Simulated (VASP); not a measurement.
# Sr8Ti8O23 (a cell with a defect) in VASP: a series of runs

Sr8Ti8O23 (a cell with a defect) is run at these levels: LDA; tasks: single point.

All numbers are computed with VASP 6.6.1; they aren't measurements. Logs are shortened: lines on timing, memory, paths and dates and some standing lists are left out, and cuts for length are marked.

## (1) The cell of the first run

The cell holds a defect, 39 atoms: a = 7.708 Å, b = 7.708 Å, c = 7.708 Å, α = 90.00°, β = 90.00°, γ = 90.00°.

## (2) Single point, LDA

INCAR reads:

```
PREC = Accurate
ENCUT = 520
EDIFF = 1E-6
ISMEAR = 0
SIGMA = 0.02
LREAL = Auto
LASPH = True
NELM = 100
ALGO = Normal
ISIF = 2
LWAVE = False
LCHARG = False
GGA = CA
NELECT = 312.0
NBANDS = 182
```

KPOINTS reads:

```
Automatic mesh
0
Gamma
  2 2 2
  0.5 0.5 0.5
```

POSCAR reads:

```
Sr8Ti8O23
1.0
    0.0000000000      0.0000000000      7.7080460010
   -7.7080460010      0.0000000000      0.0000000000
    0.0000000000     -7.7080460010      0.0000000000
Sr Ti O
8 8 23
Direct
   -0.0076514852      0.5116025513      0.4968468013
    0.5072147986      0.5113790187      0.4944947136
   -0.0065239621      0.5109340291      0.0026734402
    0.5072315344      0.5112902802      0.0037759245
   -0.0076514852     -0.0116025514      0.4968468013
    0.5072147986     -0.0113790188      0.4944947136
   -0.0065239621     -0.0109340292      0.0026734402
    0.5072315344     -0.0112902803      0.0037759245
    0.2577450887      0.2499999351      0.2311066903
    0.7520436436      0.2500000648      0.2480637764
    0.2465048859      0.2499999351      0.7626852511
    0.7622287152      0.2499999351      0.7388258969
    0.2498321883      0.7499999350      0.2542692402
    0.7504937048      0.7499999350      0.2495488480
    0.2487393043      0.7499999350      0.7505231545
    0.7473852646      0.7499999350      0.7502978056
    0.4428511454      0.2499999351      0.6458010239
    0.7552637853      0.2500000648      0.4938011527
    0.2800647531      0.2499999351     -0.0017345511
    0.7422817663      0.2500000648     -0.0086798911
    0.2469837362      0.7500000648      0.5057718908
    0.7494446711      0.7499999350      0.4998867417
    0.2460718319      0.7500000648      0.0089996868
    0.7499148292      0.7499999350     -0.0002009588
    0.0086481061      0.2500000648      0.2489390956
    0.5001486757      0.2500000648      0.2595458044
    0.0005342469      0.2500000648      0.7225718424
    0.0005159544      0.7500000648      0.2516122763
    0.4994811914      0.7500000648      0.2480836258
   -0.0089558365      0.7499999350      0.7526597531
    0.4941834804      0.7500000648      0.7558745756
    0.2511667678      0.4928420250      0.2736867424
    0.7523643475      0.5005530584      0.2464675223
    0.2346055018      0.4983825991      0.7578357731
    0.7337234364      0.4956887906      0.7484263845
    0.2511667678      0.0071579749      0.2736867424
    0.7523643475     -0.0005530585      0.2464675223
    0.2346053721      0.0016174008      0.7578356433
    0.7337234364      0.0043112094      0.7484263845
```

Potentials or basis: VASP PAW LDA potentials, release 64 (Sr_sv, Ti_sv, O).

Command:

```sh
$ cat potpaw_LDA.64/Sr_sv/POTCAR potpaw_LDA.64/Ti_sv/POTCAR potpaw_LDA.64/O/POTCAR > POTCAR
$ mpirun -np 1 vasp_std > vasp.out
```

OUTCAR:

```text
PREC = Accurate
   ENCUT = 520
   EDIFF = 1E-6
   ISMEAR = 0
   LREAL = Auto
   LASPH = True
   NELM = 100
   ISIF = 2
   GGA = CA
   NELECT = 312.0

 ion  position               nearest neighbor table
   1  0.992  0.512  0.497-  22 2.62  28 2.64  32 2.64  27 2.66  33 2.67  21 2.69  30 2.70  18 2.72
                            34 2.75  25 2.78  35 2.78  14 3.24  12 3.27  16 3.28  13 3.29  15 3.33
   2  0.507  0.511  0.494-  17 2.38  32 2.61  22 2.62  35 2.63  29 2.64  33 2.69  26 2.71  21 2.72
                            31 2.73  18 2.78  34 2.92  14 3.23  16 3.27  13 3.28  10 3.35  15 3.35
   3  0.993  0.511  0.003-  24 2.63  33 2.64  34 2.65  28 2.66  30 2.67  23 2.68  25 2.77  20 2.79
                            35 2.80  32 2.89  27 2.95  19 2.99  14 3.24  16 3.28  15 3.32  13 3.33
   4  0.507  0.511  0.004-  24 2.62  29 2.63  35 2.63  31 2.65  33 2.66  19 2.67  20 2.71  23 2.73
                            26 2.82  34 2.83  32 2.87  14 3.24  16 3.26   9 3.29  13 3.32  10 3.34
   5  0.992  0.988  0.497-  22 2.62  28 2.64  36 2.64  27 2.66  37 2.67  21 2.69  30 2.70  18 2.72
                            38 2.75  25 2.78  39 2.78  14 3.24  12 3.27  16 3.28  13 3.29  15 3.33
   6  0.507  0.989  0.494-  17 2.38  36 2.61  22 2.62  39 2.63  29 2.64  37 2.69  26 2.71  21 2.72
                            31 2.73  18 2.78  38 2.92  14 3.23  16 3.27  13 3.28  10 3.35  15 3.35
   7  0.993  0.989  0.003-  24 2.63  37 2.64  38 2.65  28 2.66  30 2.67  23 2.68  25 2.77  20 2.79
                            39 2.80  36 2.89  27 2.95  19 2.99  14 3.24  16 3.28  15 3.32  13 3.33
   8  0.507  0.989  0.004-  24 2.62  29 2.63  39 2.63  31 2.65  37 2.66  19 2.67  20 2.71  23 2.73
                            26 2.82  38 2.83  36 2.87  14 3.24  16 3.26   9 3.29  13 3.32  10 3.34
   9  0.258  0.250  0.231-  19 1.80  26 1.88  36 1.90  32 1.90  25 1.92   8 3.29   4 3.29   7 3.36
                             3 3.36   6 3.45   2 3.45   5 3.53   1 3.53
  10  0.752  0.250  0.248-  18 1.89  33 1.93  37 1.93  26 1.94  25 1.98  20 1.98   3 3.33   7 3.33
                             4 3.34   8 3.34   1 3.34   5 3.34   2 3.35   6 3.35
  11  0.247  0.250  0.763-  17 1.76  19 1.83  38 1.92  34 1.92  27 1.92   7 3.36   3 3.36   8 3.40
                             4 3.40   5 3.48   1 3.48   6 3.52   2 3.52
  12  0.762  0.250  0.739-  27 1.84  18 1.89  39 1.91  35 1.91  20 1.95   5 3.27   1 3.27   7 3.37
                             3 3.37   6 3.39   2 3.39   8 3.48   4 3.48
  13  0.250  0.750  0.254-  23 1.89  28 1.92  29 1.92  21 1.94  32 1.99  36 1.99   2 3.28   6 3.28
                             1 3.29   5 3.29   4 3.32   8 3.32   3 3.33   7 3.33
  14  0.750  0.750  0.250-  33 1.92  37 1.92  24 1.93  28 1.93  22 1.93  29 1.93   2 3.23   6 3.23
                             1 3.24   5 3.24   4 3.24   8 3.24   3 3.24   7 3.24
  15  0.249  0.750  0.751-  21 1.89  31 1.89  34 1.94  38 1.94  30 1.99  23 1.99   3 3.32   7 3.32
                             1 3.33   5 3.33   4 3.34   8 3.34   2 3.35   6 3.35
  16  0.747  0.750  0.750-  30 1.88  24 1.92  22 1.93  31 1.95  35 1.96  39 1.96   4 3.26   8 3.26
                             2 3.27   6 3.27   1 3.28   5 3.28   3 3.28   7 3.28
  17  0.443  0.250  0.646-  11 1.76   6 2.38   2 2.38   8 3.45   4 3.45
  18  0.755  0.250  0.494-  12 1.89  10 1.89   1 2.72   5 2.72   2 2.78   6 2.78
  19  0.280  0.250  0.998-   9 1.80  11 1.83   8 2.67   4 2.67   7 2.99   3 2.99
  20  0.742  0.250  0.991-  12 1.95  10 1.98   4 2.71   8 2.71   3 2.79   7 2.79
  21  0.247  0.750  0.506-  15 1.89  13 1.94   5 2.69   1 2.69   6 2.72   2 2.72
  22  0.749  0.750  0.500-  14 1.93  16 1.93   2 2.62   6 2.62   1 2.62   5 2.62
  23  0.246  0.750  0.009-  13 1.89  15 1.99   7 2.68   3 2.68   8 2.73   4 2.73
[... 14 lines left out ...]
  38  0.235  0.002  0.758-  11 1.92  15 1.94   7 2.65   5 2.75   8 2.83   6 2.92
  39  0.734  0.004  0.748-  12 1.91  16 1.96   6 2.63   8 2.63   5 2.78   7 2.80

  LATTYP: Found a simple cubic cell.
 ALAT       =     7.7080460010

  Lattice vectors:

 A1 = (   0.0000000000,   0.0000000000,   7.7080460010)
 A2 = (  -7.7080460010,   0.0000000000,   0.0000000000)
 A3 = (   0.0000000000,  -7.7080460010,   0.0000000000)

Analysis of symmetry for initial positions (statically):
=====================================================================
 Subroutine PRICEL returns:
 Original cell was already a primitive cell.

 Routine SETGRP: Setting up the symmetry group for a
 simple cubic supercell.

 Subroutine GETGRP returns: Found  2 space group operations
 (whereof  1 operations were pure point group operations)
 out of a pool of 48 trial point group operations.

The static configuration has the point symmetry C_1 .
 The point group associated with its full space group is C_1h.

Analysis of symmetry for dynamics (positions and initial velocities):
=====================================================================
 Subroutine PRICEL returns:
[... 46 lines left out ...]
   LASPH  =      T    aspherical Exc in radial PAW
   ENCUT  =  520.0 eV  38.22 Ry    6.18 a.u.  14.33 14.33 14.33*2*pi/ulx,y,z
   NELM   =    100;   NELMIN=  2; NELMDL= -5     # of ELM steps
   EDIFF  = 0.1E-05   stopping-criterion for ELM
   LREAL  =      T    real-space projection
   EDIFFG = 0.1E-04   stopping-criterion for IOM
   NSW    =      0    number of steps for IOM
   IBRION =     -1    ionic relax: 0-MD 1-quasi-New 2-CG
   NFREE  =      0    steps in history (QN), initial steepest desc. (CG)
   ISIF   =      2    stress and relaxation
   ISYM   =      2    0-nonsym 1-usesym 2-fastsym
   POTIM  = 0.5000    time-step for ionic-motion
   TEBEG  =    0.0;   TEEND  =   0.0 temperature during run
   PSTRESS=    0.0 pullay stress
   NELECT =     312.0000    total number of electrons
   NUPDOWN=      -1.0000    fix difference up-down
   EMIN   =  10.00;   EMAX   =-10.00  energy-range for DOS
   EFERMI =   0.00;   METHOD = LEGACY
   ISMEAR =     0;   SIGMA  =   0.02  broadening in eV -4-tet -1-fermi 0-gaus
   EFERMI_NEDOS =   21; number of points for ismear=-14 and -15
   IALGO  =     38    algorithm
   IMIX   =      4    mixing-type and parameters
     AMIX     =   0.40;   BMIX     =  1.00
     AMIX_MAG =   1.60;   BMIX_MAG =  1.00
  volume/ion in A,a.u.               =      11.74        79.24
  Fermi-wavevector in a.u.,A,eV,Ry     =   1.440507  2.722164 28.232914  2.075061
  Thomas-Fermi vector in A             =   2.559243
   LORBIT       =      0    0 simple, 1 ext, 2 COOP (PROOUT), +10 PAW based schemes
   GGA     = CA    functional components
   LHFCALC =     F    Hartree Fock is set to
   AEXX    =    0.0000 exact exchange contribution
   IVDW    =     0    specifies the selected vdW correction
   LEPSILON=     F    determine dielectric tensor
   LRPA    =     F    only Hartree local field effects (RPA)
 non-spin polarized calculation
 Gauss-broadening in eV      SIGMA  =   0.02
  energy-cutoff  :      520.00
  volume of cell :      457.97
 maximum number of plane-waves:     12341
 NGX is ok and might be reduce to    60
   NGX = 29   NGY = 29   NGZ = 29

 number of electron     312.0000115 magnetization

 Free energy of the ion-electron system (eV)
  ---------------------------------------------------
  ext. energy  EPLUGINS =         0.00000000
  ---------------------------------------------------
  free energy    TOTEN  =      -354.54194694 eV

  energy without entropy =     -354.54194694  energy(sigma->0) =     -354.54194694

 E-fermi :   4.0017     XC(G=0): -11.8212

 val. band max:        3.7998487713   @ k =   0.2500   0.2500   0.2500
 cond. band min:       6.4696505901   @ k =   0.2500   0.2500   0.2500
 fundamental gap:      2.6698018189
 Fermi energy:         4.0016789944

 k-point     1 :       0.2500    0.2500    0.2500
  band No.  band energies     occupation
      1     -51.6592      2.00000
      2     -51.6211      2.00000
      3     -51.5669      2.00000
      4     -51.5195      2.00000
      5     -51.4841      2.00000
      6     -51.4559      2.00000
[... 160 lines left out ...]
    167       7.7044      0.00000
    168       7.7343      0.00000

 k-point     2 :      -0.2500    0.2500    0.2500
  band No.  band energies     occupation
      1     -51.6592      2.00000
      2     -51.6211      2.00000
      3     -51.5669      2.00000
      4     -51.5195      2.00000
      5     -51.4841      2.00000
      6     -51.4559      2.00000
[... 160 lines left out ...]
    167       7.6870      0.00000
    168       7.7331      0.00000
 [bands above 168 left out]

------------------------ aborting loop because EDIFF is reached ----------------------------------------

  FORCE on cell =-STRESS in cart. coord.  units (eV):
  Direction    XX          YY          ZZ          XY          YZ          ZX
  --------------------------------------------------------------------------------------
  -------------------------------------------------------------------------------------
  Total      -12.8732730    -11.4136512    -12.6651639      0.0000000      0.2160604      0.0000000
  in kB      -45.0367110    -39.9302736    -44.3086483      0.0000000      0.7558801      0.0000000
  external PRESSURE =     -43.0918776 kB  Pullay stress =       0.0000000 kB

 VOLUME and BASIS-vectors are now :
 -----------------------------------------------------------------------------
  energy-cutoff  :      520.00
  volume of cell :      457.97
      direct lattice vectors                 reciprocal lattice vectors
     0.000000000  0.000000000  7.708046001     0.000000000  0.000000000  0.129734566
    -7.708046001  0.000000000  0.000000000    -0.129734566  0.000000000  0.000000000
     0.000000000 -7.708046001  0.000000000     0.000000000 -0.129734566  0.000000000

 POSITION                                       TOTAL-FORCE (eV/Angst)
 -----------------------------------------------------------------------------------
     -3.94346     -3.82972      7.64907         0.023573     -0.007233     -0.020382
     -3.94173     -3.81159      3.90963        -0.008044      0.006636     -0.007129
     -3.93830     -0.02061      7.65776         0.034899      0.038835     -0.008982
     -3.94105     -0.02910      3.90976         0.029274      0.033741     -0.004568
     -7.61861     -3.82972      7.64907        -0.023573     -0.007233     -0.020382
     -7.62034     -3.81159      3.90963         0.008044      0.006636     -0.007129
[... 31 lines left out ...]
     -0.01247     -5.84143      1.80835         0.009565      0.082765     -0.010686
     -0.03323     -5.76891      5.65557         0.041885      0.002096      0.027213
 -----------------------------------------------------------------------------------
    total drift:                               -0.002365     -0.002047     -0.009715

  FREE ENERGIE OF THE ION-ELECTRON SYSTEM (eV)
  ---------------------------------------------------
  free  energy   TOTEN  =      -354.5419469421 eV

  energy  without entropy=     -354.5419469421  energy(sigma->0) =     -354.54194694
```

Wall time 14 min (1 thread of Oxide Virtual Turin-like, shared host); peak memory 0.4 GiB.

Results:

```
Free energy   : -354.5419 eV
Largest force : 0.683 eV/Å
```

Forces in eV/Å, atoms in the order of the input:
```
Sr   0.024 -0.007 -0.020
Sr  -0.008  0.007 -0.007
Sr   0.035  0.039 -0.009
Sr   0.029  0.034 -0.005
Sr  -0.024 -0.007 -0.020
Sr   0.008  0.007 -0.007
Sr  -0.035  0.039 -0.009
Sr  -0.029  0.034 -0.005
Ti   0.000 -0.098 -0.066
Ti   0.000  0.054  0.016
Ti   0.000 -0.021 -0.076
Ti   0.000  0.007 -0.150
Ti   0.000 -0.031  0.003
Ti   0.000  0.019  0.002
Ti   0.000 -0.036 -0.072
Ti   0.000  0.026 -0.059
O    0.000 -0.379  0.569
O    0.000  0.030  0.049
O    0.000  0.053 -0.022
O    0.000  0.008 -0.062
O    0.000  0.023  0.005
O    0.000  0.000 -0.018
O    0.000  0.083 -0.020
O    0.000  0.016  0.000
O    0.000  0.026 -0.022
O    0.000 -0.077 -0.025
O    0.000 -0.033  0.036
O    0.000  0.002 -0.014
O    0.000  0.021 -0.020
O    0.000  0.009  0.064
O    0.000  0.007  0.018
O   -0.021 -0.021 -0.022
O   -0.002  0.011 -0.022
O   -0.010  0.083 -0.011
O   -0.042  0.002  0.027
O    0.021 -0.021 -0.022
O    0.002  0.011 -0.022
O    0.010  0.083 -0.011
O    0.042  0.002  0.027
```

Caveat: the cell carries a net charge on a neutralising background, which shifts energy and pressure; the cell is charged against a uniform background, so pressure and absolute levels hang on convention.

## (3) Single point, LDA

INCAR reads:

```
SYSTEM = Sr8Ti8O23
PREC     = Accurate       ! precision mode
ENCUT    = 520            ! plane-wave cutoff, eV
EDIFF    = 1E-7           ! SCF threshold, eV
ISMEAR   = 0              ! smearing method
SIGMA    = 0.02           ! smearing width, eV
LREAL    = Auto         
LASPH    = .True.         ! aspherical terms in the spheres
NELM     = 80             ! most SCF steps
ALGO     = Normal         ! electronic algorithm
ISIF     = 2              ! what is computed and relaxed
LWAVE    = .False.        ! write WAVECAR
LCHARG   = .False.        ! write CHGCAR
NBANDS   = 182            ! bands
NELECT   = 312.0
```

KPOINTS is that of step 2.

POSCAR reads:

```
Sr8Ti8O23
1.0
    0.0000000000      0.0000000000      7.7080460010
   -7.7080460010      0.0000000000      0.0000000000
    0.0000000000     -7.7080460010      0.0000000000
Sr Ti O
8 8 23
Direct
   -0.0017287131      0.5102765343      0.4916335475
    0.5022485594      0.5094516820      0.4929477587
    0.0001567194      0.5087429420      0.0080837608
    0.5005614911      0.5100526125      0.0093855174
   -0.0017287131     -0.0102765344      0.4916335475
    0.5022485594     -0.0094516820      0.4929477587
    0.0001567194     -0.0087429421      0.0080837608
    0.5005614911     -0.0100526126      0.0093855174
    0.2583544519      0.2499999351      0.2473141701
    0.7497730293      0.2499999351      0.2489931949
    0.2356000470      0.2500000648      0.7479402691
    0.7683171584      0.2500000648      0.7455039837
    0.2496407001      0.7499999350      0.2520584335
    0.7505297710      0.7499999350      0.2497989763
    0.2504916291      0.7499999350      0.7515083588
    0.7446291835      0.7499999350      0.7506667707
    0.3091665514      0.2500000648      0.5213034535
    0.7314397189      0.2500000648      0.5035113957
    0.2683453108      0.2500000648     -0.0022101581
    0.7533582440      0.2499999351     -0.0071527855
    0.2436302274      0.7500000648      0.5041704473
    0.7533206210      0.7500000648      0.5012283268
    0.2490697383      0.7499999350      0.0051542246
    0.7477563055      0.7500000648     -0.0002306681
    0.0069535133      0.2499999351      0.2624621077
    0.5060627557      0.2499999351      0.2395629190
    0.0016942037      0.2500000648      0.7255570347
    0.0002750373      0.7499999350      0.2486505659
    0.5003535266      0.7499999350      0.2525431218
   -0.0055573099      0.7499999350      0.7547936272
    0.4958758678      0.7500000648      0.7501312264
    0.2509034066      0.4982055114      0.2589025805
    0.7539088375      0.5001238964      0.2491218916
    0.2549282918      0.4957479495      0.7591169019
    0.7253145608      0.4923819862      0.7500118706
    0.2509034066      0.0017944885      0.2589025805
    0.7539088375     -0.0001238965      0.2491218916
    0.2549282918      0.0042520504      0.7591169019
    0.7253145608      0.0076180137      0.7500118706
```

Potentials or basis: VASP PAW LDA potentials, release 64 (Sr_sv, Ti_sv, O).

Command:

```sh
$ cat potpaw_LDA.64/Sr_sv/POTCAR potpaw_LDA.64/Ti_sv/POTCAR potpaw_LDA.64/O/POTCAR > POTCAR
$ mpirun -np 1 vasp_std > vasp.out
```

Run time: 9.5 min. Hardware: 1 thread of Oxide Virtual Turin-like, shared host; peak memory 0.41 GiB.

It converged, with:

* Free energy: -354.9110 eV
* Largest force: 0.492 eV/Å

Forces in eV/Å, atoms in the order of the input:
```
Sr   0.029 -0.020  0.026
Sr   0.013 -0.015 -0.008
Sr   0.036  0.000  0.032
Sr   0.029 -0.010 -0.006
Sr  -0.029 -0.020  0.026
Sr  -0.013 -0.015 -0.008
Sr  -0.036  0.000  0.032
Sr  -0.029 -0.010 -0.006
Ti   0.000 -0.126 -0.034
Ti   0.000  0.000  0.035
Ti   0.000 -0.019  0.082
Ti   0.000 -0.049 -0.111
Ti   0.000 -0.028  0.013
Ti   0.000 -0.010  0.024
Ti   0.000 -0.040  0.003
Ti   0.000  0.005  0.020
O    0.000  0.358 -0.338
O    0.000 -0.008 -0.071
O    0.000  0.010 -0.056
O    0.000 -0.035  0.007
O    0.000  0.022  0.010
O    0.000 -0.011  0.008
O    0.000  0.046  0.017
O    0.000 -0.015  0.004
O    0.000 -0.044 -0.014
O    0.000  0.019 -0.015
O    0.000 -0.050  0.022
O    0.000  0.005  0.017
O    0.000 -0.017  0.002
O    0.000 -0.014  0.058
O    0.000  0.014  0.016
O   -0.034  0.040 -0.004
O   -0.001 -0.019  0.009
O   -0.006  0.041  0.108
O   -0.032 -0.023 -0.007
O    0.034  0.040 -0.004
O    0.001 -0.019  0.009
O    0.006  0.041  0.108
O    0.032 -0.023 -0.007
```

Levels at points of the mesh, in eV from the Fermi level:
```
           k point  band 152  band 153  band 154  band 155  band 156  band 157  band 158  band 159  band 160  band 161
(0.25, 0.25, 0.25)     -0.56     -0.30     -0.28     -0.19     -0.14      2.48      2.56      2.61      2.66      2.68
```

Caveat: the cell carries a net charge on a neutralising background, which shifts energy and pressure; the cell is charged against a uniform background, so pressure and absolute levels hang on convention.
